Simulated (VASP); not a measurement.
# WC (P1) in VASP: notebook

Runs on WC. Level: PBE. Tasks: single point.

All numbers are computed with VASP 6.6.1; they aren't measurements. Logs are shortened: lines on timing, memory, paths and dates and some standing lists are left out, and cuts for length are marked.

**1. The cell of the first run**

The typed cell holds 2 atoms: a = 2.901 Å, b = 2.901 Å, c = 2.829 Å, α = 90.00°, β = 90.00°, γ = 120.00°.

**2. Single point, PBE (atom 1 (W) moved by (+0.225, -0.225) A along [1 1 0] and z)**

The input, INCAR:

```
ALGO     = Fast           # electronic algorithm
EDIFF    = 1E-6           # SCF threshold, eV
ENCUT    = 520            # plane-wave cutoff, eV
GGA      = PE             # functional
ISIF     = 2              # what is computed and relaxed
ISMEAR   = 0              # smearing method
LASPH    = True           # aspherical terms in the spheres
LCHARG   = False          # write CHGCAR
LREAL    = False          # projectors in reciprocal space
LWAVE    = False          # write WAVECAR
NBANDS   = 16             # bands
NELM     = 80             # most SCF steps
PREC     = Accurate       # precision mode
SIGMA    = 0.15           # smearing width, eV
```

The input, KPOINTS:

```
k-points
0
Gamma
  18 18 16
```

The input, POSCAR:

```
WC
1.0
    2.9005014360      0.0000000000      0.0000000000
   -1.4502507180      2.5119079273      0.0000000000
    0.0000000000      0.0000000000      2.8290000000
W C
1 1
Direct
    0.0865212091      0.0633379210     -0.0795334040
    0.6666666667      0.3333333333      0.5000000000
```

Potentials or basis: VASP PAW PBE potentials, release 64 (W_sv, C).

The run is started by

```bash
cat potpaw_PBE.64/W_sv/POTCAR potpaw_PBE.64/C/POTCAR > POTCAR
mpirun -np 1 vasp_std > vasp.out
```

OUTCAR:

```text
EDIFF = 1E-6
   ENCUT = 520
   GGA = PE
   ISIF = 2
   ISMEAR = 0
   LASPH = True
   LREAL = False
   NELM = 80
   PREC = Accurate

 ion  position               nearest neighbor table
   1  0.087  0.063  0.920-   2 1.88   2 2.11   2 2.19   2 2.19   2 2.40   2 2.46
   2  0.667  0.333  0.500-   1 1.88   1 2.11   1 2.19   1 2.19   1 2.40   1 2.46

  LATTYP: Found a hexagonal cell.
 ALAT       =     2.9005014360
 C/A-ratio  =     0.9753485949

  Lattice vectors:

 A1 = (   2.9005014360,   0.0000000000,   0.0000000000)
 A2 = (  -1.4502507180,   2.5119079273,   0.0000000000)
 A3 = (   0.0000000000,   0.0000000000,   2.8290000000)

Analysis of symmetry for initial positions (statically):
=====================================================================
 Subroutine PRICEL returns:
 Original cell was already a primitive cell.

 Routine SETGRP: Setting up the symmetry group for a
 hexagonal supercell.

 Subroutine GETGRP returns: Found  1 space group operations
 (whereof  1 operations were pure point group operations)
 out of a pool of 24 trial point group operations.

The static configuration has the point symmetry C_1 .

Analysis of symmetry for dynamics (positions and initial velocities):
=====================================================================
 Subroutine PRICEL returns:
 Original cell was already a primitive cell.

 Routine SETGRP: Setting up the symmetry group for a
 hexagonal supercell.

 Subroutine GETGRP returns: Found  1 space group operations
 (whereof  1 operations were pure point group operations)
 out of a pool of 24 trial point group operations.

The dynamic configuration has the point symmetry C_1 .

 Subroutine INISYM returns: Found  1 space group operations
 (whereof  1 operations are pure point group operations),
 and found     1 'primitive' translations

----------------------------------------------------------------------------------------

                                     Primitive cell

  volume of cell :      20.6115

  direct lattice vectors                    reciprocal lattice vectors
     2.900501436  0.000000000  0.000000000     0.344767973  0.199051882  0.000000000
    -1.450250718  2.511907927  0.000000000     0.000000000  0.398103764  0.000000000
     0.000000000  0.000000000  2.829000000     0.000000000  0.000000000  0.353481796

  length of vectors
     2.900501436  2.900501436  2.829000000     0.398103764  0.398103764  0.353481796

[... 80 lines left out ...]
   EDIFF  = 0.1E-05   stopping-criterion for ELM
   LREAL  =      F    real-space projection
   EDIFFG = 0.1E-04   stopping-criterion for IOM
   NSW    =      0    number of steps for IOM
   IBRION =     -1    ionic relax: 0-MD 1-quasi-New 2-CG
   NFREE  =      0    steps in history (QN), initial steepest desc. (CG)
   ISIF   =      2    stress and relaxation
   ISYM   =      2    0-nonsym 1-usesym 2-fastsym
   POTIM  = 0.5000    time-step for ionic-motion
   TEBEG  =    0.0;   TEEND  =   0.0 temperature during run
   PSTRESS=    0.0 pullay stress
   NELECT =      18.0000    total number of electrons
   NUPDOWN=      -1.0000    fix difference up-down
   EMIN   =  10.00;   EMAX   =-10.00  energy-range for DOS
   EFERMI =   0.00;   METHOD = LEGACY
   ISMEAR =     0;   SIGMA  =   0.15  broadening in eV -4-tet -1-fermi 0-gaus
   EFERMI_NEDOS =   21; number of points for ismear=-14 and -15
   IALGO  =     68    algorithm
   IMIX   =      4    mixing-type and parameters
     AMIX     =   0.40;   BMIX     =  1.00
     AMIX_MAG =   1.60;   BMIX_MAG =  1.00
  volume/ion in A,a.u.               =      10.31        69.55
  Fermi-wavevector in a.u.,A,eV,Ry     =   1.564813  2.957068 33.315762  2.448639
  Thomas-Fermi vector in A             =   2.667381
   LORBIT       =      0    0 simple, 1 ext, 2 COOP (PROOUT), +10 PAW based schemes
   GGA     = PE    functional components
   LHFCALC =     F    Hartree Fock is set to
   AEXX    =    0.0000 exact exchange contribution
   IVDW    =     0    specifies the selected vdW correction
   LEPSILON=     F    determine dielectric tensor
   LRPA    =     F    only Hartree local field effects (RPA)
 non-spin polarized calculation
 RMM-DIIS sequential band-by-band and
 Gauss-broadening in eV      SIGMA  =   0.15
  energy-cutoff  :      520.00
  volume of cell :       20.61
 maximum number of plane-waves:       580
 NGX is ok and might be reduce to    24
   NGX = 11   NGY = 11   NGZ = 11

 number of electron      18.0000000 magnetization

 Free energy of the ion-electron system (eV)
  ---------------------------------------------------
  ext. energy  EPLUGINS =         0.00000000
  ---------------------------------------------------
  free energy    TOTEN  =       -21.53919282 eV

  energy without entropy =      -21.53581301  energy(sigma->0) =      -21.53750292

 E-fermi :  11.3853     XC(G=0): -13.7884

 val. band max:       11.3852650820   @ k =   0.5000  -0.4444   0.4375
 cond. band min:      11.3853566362   @ k =   0.0556   0.1111  -0.3750
 fundamental gap:      0.0000915542
 Fermi energy:        11.3852750149

 k-point     1 :       0.0000    0.0000    0.0000
  band No.  band energies     occupation
      1     -62.6778      2.00000
      2     -26.7499      2.00000
      3     -26.6075      2.00000
      4     -26.5920      2.00000
      5      -3.3026      2.00000
      6       6.0384      2.00000
[... 433 lines left out ...]
      3     -26.8300      2.00000
      4     -26.6005      2.00000
      5      -0.5287      2.00000
      6       4.5614      2.00000
[... 8 lines left out ...]
     15      24.2609      0.00000
     16      26.8493      0.00000

 [... further k-points ...]

------------------------ aborting loop because EDIFF is reached ----------------------------------------

  FORCE on cell =-STRESS in cart. coord.  units (eV):
  Direction    XX          YY          ZZ          XY          YZ          ZX
  --------------------------------------------------------------------------------------
  -------------------------------------------------------------------------------------
  Total        4.9642109      1.9026657      5.0035380      1.6409307     -1.8245286     -2.6131715
  in kB      385.8789207    147.8983498    388.9359012    127.5531149   -141.8245847   -203.1275145
  external PRESSURE =     307.5710572 kB  Pullay stress =       0.0000000 kB

 VOLUME and BASIS-vectors are now :
 -----------------------------------------------------------------------------
  energy-cutoff  :      520.00
  volume of cell :       20.61
      direct lattice vectors                 reciprocal lattice vectors
     2.900501436  0.000000000  0.000000000     0.344767973  0.199051882  0.000000000
    -1.450250718  2.511907927  0.000000000     0.000000000  0.398103764  0.000000000
     0.000000000  0.000000000  2.829000000     0.000000000  0.000000000  0.353481796

 POSITION                                       TOTAL-FORCE (eV/Angst)
 -----------------------------------------------------------------------------------
      0.15910      0.15910      2.60400        -3.662903     -2.866778      4.262808
      1.45025      0.83730      1.41450         3.662903      2.866778     -4.262808
 -----------------------------------------------------------------------------------
    total drift:                                0.000335      0.000192     -0.000665

  FREE ENERGIE OF THE ION-ELECTRON SYSTEM (eV)
  ---------------------------------------------------
  free  energy   TOTEN  =       -21.5391928219 eV

  energy  without entropy=      -21.5358130126  energy(sigma->0) =      -21.53750292
```

stdout:

```text
POSCAR found type information on POSCAR W C
 POSCAR found :  2 types and       2 ions
 scaLAPACK will be used
 LDA part: xc-table for (Slater+PW92), standard interpolation
 POSCAR, INCAR and KPOINTS ok, starting setup
 FFT: planning ... GRIDC
 FFT: planning ... GRID_SOFT
 FFT: planning ... GRID
 WAVECAR not read
 entering main loop
WARNING in EDDRMM: call to ZHEGV failed, returncode =   8  4     16
WARNING in EDDRMM: call to ZHEGV failed, returncode =   8  4     14
WARNING in EDDRMM: call to ZHEGV failed, returncode =   8  4     15
WARNING in EDDRMM: call to ZHEGV failed, returncode =   8  4     14
WARNING in EDDRMM: call to ZHEGV failed, returncode =   6  3     15
WARNING in EDDRMM: call to ZHEGV failed, returncode =   8  4     15
WARNING in EDDRMM: call to ZHEGV failed, returncode =   6  3     14
WARNING in EDDRMM: call to ZHEGV failed, returncode =   8  4     15
WARNING in EDDRMM: call to ZHEGV failed, returncode =   6  3     15
WARNING in EDDRMM: call to ZHEGV failed, returncode =   6  3     13
WARNING in EDDRMM: call to ZHEGV failed, returncode =   8  4     13
```

It took 21 min on 1 thread of Oxide Virtual Turin-like, shared host; peak memory 0.84 GiB.

What came out:

```
Free energy            : -21.5392 eV
Pressure               : 30.8 GPa
Largest force          : 6.309 eV/Å
Band gap on the k mesh : zero (bands 9 and 10 overlap by 0.92 eV)
```

Forces on the atoms (eV/Å):
```
W   -3.663 -2.867  4.263
C    3.663  2.867 -4.263
```

Caveat: the cell differs from its parent crystal (atom 1 (W) moved by (+0.225, -0.225) A along [1 1 0] and z); the stress differs along the axes, from 15 to 39 GPa; spin-orbit coupling is left out, which moves the levels of the heavy elements; forces of over 1 eV/Å act on the atoms, so gaps and moduli don't describe the material at rest.

**3. Single point, PBE (atom 1 (W) moved by (-0.450, -0.450) A along [1 1 0] and z)**

The input, INCAR:

```
PREC = Accurate ; ENCUT = 520
EDIFF = 1E-7 ; ISMEAR = 0
SIGMA = 0.15 ; LREAL = False
LASPH = True ; NELM = 100
ALGO = Fast ; ISIF = 2
LWAVE = False ; LCHARG = False
GGA = PE ; NBANDS = 16
```

The input, KPOINTS:

```
Automatic mesh
0
Gamma
  18 18 16
```

POSCAR: that of step 2 with these lines changed.

```diff
@@ -8,3 +8,3 @@
 Direct
-    0.0865212091      0.0633379210     -0.0795334040
+   -0.1730424181     -0.1266758419     -0.1590668081
     0.6666666667      0.3333333333      0.5000000000
```

Potentials or basis: VASP PAW PBE potentials, release 64 (W_sv, C).

The run is started by

```bash
cat potpaw_PBE.64/W_sv/POTCAR potpaw_PBE.64/C/POTCAR > POTCAR
mpirun -np 1 vasp_std > vasp.out
```

OUTCAR:

```text
PREC = Accurate
   ENCUT = 520
   EDIFF = 1E-7
   ISMEAR = 0
   LREAL = False
   LASPH = True
   NELM = 100
   ISIF = 2
   GGA = PE

 ion  position               nearest neighbor table
   1  0.827  0.873  0.841-   2 1.69   2 1.88   2 2.32   2 2.33   2 2.47
   2  0.667  0.333  0.500-   1 1.69   1 1.88   1 2.32   1 2.33   1 2.47

  LATTYP: Found a hexagonal cell.
 ALAT       =     2.9005014360
 C/A-ratio  =     0.9753485949

  Lattice vectors:

[... 642 lines left out ...]

 [... further k-points ...]

------------------------ aborting loop because EDIFF is reached ----------------------------------------

  FORCE on cell =-STRESS in cart. coord.  units (eV):
  Direction    XX          YY          ZZ          XY          YZ          ZX
  --------------------------------------------------------------------------------------
  -------------------------------------------------------------------------------------
  Total        4.9514887     16.7909479     11.8105436     -5.3876474      6.6603262      1.1017101
  in kB      384.8899946   1305.1969449    918.0592708   -418.7935657    517.7216607     85.6383240
  external PRESSURE =     869.3820701 kB  Pullay stress =       0.0000000 kB

 VOLUME and BASIS-vectors are now :
 -----------------------------------------------------------------------------
  energy-cutoff  :      520.00
  volume of cell :       20.61
      direct lattice vectors                 reciprocal lattice vectors
     2.900501436  0.000000000  0.000000000     0.344767973  0.199051882  0.000000000
    -1.450250718  2.511907927  0.000000000     0.000000000  0.398103764  0.000000000
     0.000000000  0.000000000  2.829000000     0.000000000  0.000000000  0.353481796

 POSITION                                       TOTAL-FORCE (eV/Angst)
 -----------------------------------------------------------------------------------
      1.13205      2.19371      2.37900         1.704737      7.490391     10.051925
      1.45025      0.83730      1.41450        -1.704737     -7.490391    -10.051925
 -----------------------------------------------------------------------------------
    total drift:                               -0.000033     -0.000075     -0.000143

  FREE ENERGIE OF THE ION-ELECTRON SYSTEM (eV)
  ---------------------------------------------------
  free  energy   TOTEN  =       -18.9073742279 eV

  energy  without entropy=      -18.8996335443  energy(sigma->0) =      -18.90350389
```

Run time: 15 min. Hardware: 1 thread of Oxide Virtual Turin-like, shared host; peak memory 0.85 GiB.

What came out:

```
Free energy            : -18.9074 eV
Pressure               : 86.9 GPa
Largest force          : 12.651 eV/Å
Band gap on the k mesh : zero (bands 9 and 10 overlap by 1.75 eV)
```

Forces on the atoms (eV/Å):
```
W     1.705   7.490  10.052
C    -1.705  -7.490 -10.052
```

Levels at points of the mesh, in eV from the Fermi level:
```csv
k point,band 5,band 6,band 7,band 8,band 9,band 10,band 11,band 12,band 13,band 14
"(0.00, 0.00, 0.00)",-14.85,-6.76,-4.74,-4.19,0.11,1.70,3.53,4.48,7.16,8.55
"(0.50, 0.00, 0.00)",-12.81,-6.53,-5.97,-3.38,-0.73,3.26,3.71,5.26,5.80,10.94
"(0.00, 0.50, 0.00)",-10.72,-8.11,-5.40,-3.87,-0.16,2.24,3.09,4.31,4.86,10.44
"(0.50, 0.50, 0.00)",-11.04,-7.76,-6.04,-3.75,0.24,2.75,3.09,4.75,5.46,9.56
"(0.00, 0.00, 0.50)",-11.83,-8.44,-5.51,-3.47,-0.94,0.29,2.51,5.31,9.11,10.62
"(0.50, 0.00, 0.50)",-11.09,-8.61,-6.31,-5.31,0.95,3.71,4.91,6.99,9.40,10.96
"(0.00, 0.50, 0.50)",-12.24,-6.67,-3.82,-2.94,-1.15,3.01,4.34,4.79,7.07,9.37
"(0.50, 0.50, 0.50)",-12.01,-7.11,-4.13,-3.05,-0.54,1.74,4.70,4.89,8.00,9.41
```

Caveat: the cell differs from its parent crystal (atom 1 (W) moved by (-0.450, -0.450) A along [1 1 0] and z); the stress differs along the axes, from 38 to 131 GPa; spin-orbit coupling is left out, which moves the levels of the heavy elements; forces of over 1 eV/Å act on the atoms, so gaps and moduli don't describe the material at rest.
